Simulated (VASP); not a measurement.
# SnSe: single point with HSE06

Crystal: SnSe.

```
Sn Se
1.0
     0.00000    3.36398    3.29233
     3.36398    0.00000    3.29233
     3.36398    3.36398    0.00000
Sn Se
1 1
Direct
  0.00000 0.00000 0.00000
  0.25000 0.25000 0.25000
```

This cell differs from its parent crystal: uniaxial z strain -2.1%.

```json
{
 "Program": "VASP 6.6.1",
 "Task": "single point",
 "Functional": "HSE06",
 "Potentials or basis": "VASP PAW PBE potentials, release 64 (Sn_d, Se)",
 "Cutoff": "520 eV",
 "k mesh": "4 × 4 × 4",
 "Occupations": "fermi-dirac, width 0.02 eV",
 "Spin": "no spin polarisation"
}
```

```
Pressure               : 0.8 GPa
Band gap on the k mesh : 0.13 eV (least direct gap 0.98 eV)
```

Levels at points of the mesh, in eV from the valence-band top:
```
           k point  band 8  band 9  band 10  band 11  band 12  band 13
(0.00, 0.00, 0.00)   -2.90   -2.90    -2.81     1.74     1.81     1.81
(0.50, 0.00, 0.00)   -3.49   -3.39    -2.50     2.57     2.62     3.85
(0.50, 0.50, 0.00)   -4.27   -4.27    -0.92     0.13     5.04     5.04
(0.50, 0.00, 0.50)   -4.19   -4.19    -0.79     0.19     4.96     5.06
```

Run time: 33 min on 1 thread of Intel(R) Xeon(R) Platinum 8488C (Sapphire Rapids), on a shared host, peak memory 0.32 GiB.

Caveat: the cell differs from its parent crystal (uniaxial z strain -2.1%); the structure was generated, so it needn't be the stable form of SnSe; the PAW data sets were made with another functional, which shifts forces and pressure a little; spin-orbit coupling is left out, which moves the levels of the heavy elements. A k mesh can miss the band edges.
